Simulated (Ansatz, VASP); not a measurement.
**Two plane-wave programs on ScRhC6N6**

File INCAR:

```
SYSTEM = ScRhC6N6
PREC = Accurate
ENCUT = 600
EDIFF = 1E-6
ISMEAR = 0
SIGMA = 0.02
LREAL = .False.
LASPH = .True.
NELM = 100
ALGO = Normal
ISIF = 3
LWAVE = .False.
LCHARG = .False.
GGA = PE
IBRION = 2
NSW = 100
EDIFFG = -0.01
```

File KPOINTS:

```
regular mesh
0
Gamma
  4 4 4
  0 0 0
```

Contents of POSCAR:

```
ScRhC6N6
1.0
    0.0000000000      5.3631836339      5.3631836339
    5.3631836339      0.0000000000      5.3631836339
    5.3631836339      5.3631836339      0.0000000000
Sc Rh C N
1 1 6 6
Direct
    0.5000000000      0.5000000000      0.5000000000
    0.0000000000      0.0000000000      0.0000000000
    0.8132588458      0.1867411542      0.1867411542
    0.1867411542      0.8132588458      0.1867411542
    0.1867411542      0.1867411542      0.8132588458
    0.1867411542      0.8132588458      0.8132588458
    0.8132588458      0.1867411542      0.8132588458
    0.8132588458      0.8132588458      0.1867411542
    0.7045734871      0.2954265129      0.2954265129
    0.2954265129      0.7045734871      0.2954265129
    0.2954265129      0.2954265129      0.7045734871
    0.2954265129      0.7045734871      0.7045734871
    0.7045734871      0.2954265129      0.7045734871
    0.7045734871      0.7045734871      0.2954265129
```

Input for Ansatz:

```yaml
crystal:
  lattice:
    - [0.0, 5.3631836339, 5.3631836339]
    - [5.3631836339, 0.0, 5.3631836339]
    - [5.3631836339, 5.3631836339, 0.0]
  atoms:
    - { symbol: Sc, position: [0.5, 0.5, 0.5] }
    - { symbol: Rh, position: [0.0, 0.0, 0.0] }
    - { symbol: C, position: [0.8132588458, 0.1867411542, 0.1867411542] }
    - { symbol: C, position: [0.1867411542, 0.8132588458, 0.1867411542] }
    - { symbol: C, position: [0.1867411542, 0.1867411542, 0.8132588458] }
    - { symbol: C, position: [0.1867411542, 0.8132588458, 0.8132588458] }
    - { symbol: C, position: [0.8132588458, 0.1867411542, 0.8132588458] }
    - { symbol: C, position: [0.8132588458, 0.8132588458, 0.1867411542] }
    - { symbol: "N", position: [0.7045734871, 0.2954265129, 0.2954265129] }
    - { symbol: "N", position: [0.2954265129, 0.7045734871, 0.2954265129] }
    - { symbol: "N", position: [0.2954265129, 0.2954265129, 0.7045734871] }
    - { symbol: "N", position: [0.2954265129, 0.7045734871, 0.7045734871] }
    - { symbol: "N", position: [0.7045734871, 0.2954265129, 0.7045734871] }
    - { symbol: "N", position: [0.7045734871, 0.7045734871, 0.2954265129] }
basis:
  ecutwfc: 420
kpoints:
  mp_grid: { grid: [4, 4, 4] }
hamiltonian:
  xc: pbe
scf:
  occupations: { method: gaussian, width: 0.02 }
output:
  forces: true
  stress: true
  eigenvalues: true
relax:
  adjacent_minimum: "off"
  f_tol: 0.01
  max_steps: 80
  cell: { stress_tol: 0.05 }
```

Alike in both runs: task relaxation of cell and atoms; functional PBE; k mesh 4 × 4 × 4; occupations gaussian, width 0.02 eV; no spin polarisation.

|  | VASP | Ansatz |
| --- | --- | --- |
| version | VASP 6.6.1 | Ansatz 0.2.0 |
| potentials or method | VASP PAW PBE potentials, release 64 (Sc_sv, Rh_pv, C, N), cutoff 600 eV | scalar-relativistic, plane waves, PAW |
| valence electrons in the cell | 80 | 82 |

```csv
,VASP,Ansatz,Ansatz less VASP
"gap on the k mesh at the Fermi level, each at its own relaxed structure (eV)",3.92,3.92,+0.003
relaxed volume (Å³/atom),22.06,22.04,-0.018
relaxed length of the cell vector where the two differ most in proportion (Å),7.587,7.585,-0.0021
```

VASP's potentials hold 80 valence electrons a cell and Ansatz's 82, so a difference there can come from the potentials and not from the codes.

Noted on VASP's run: the standard files for N, O and F lose accuracy on very short bonds.
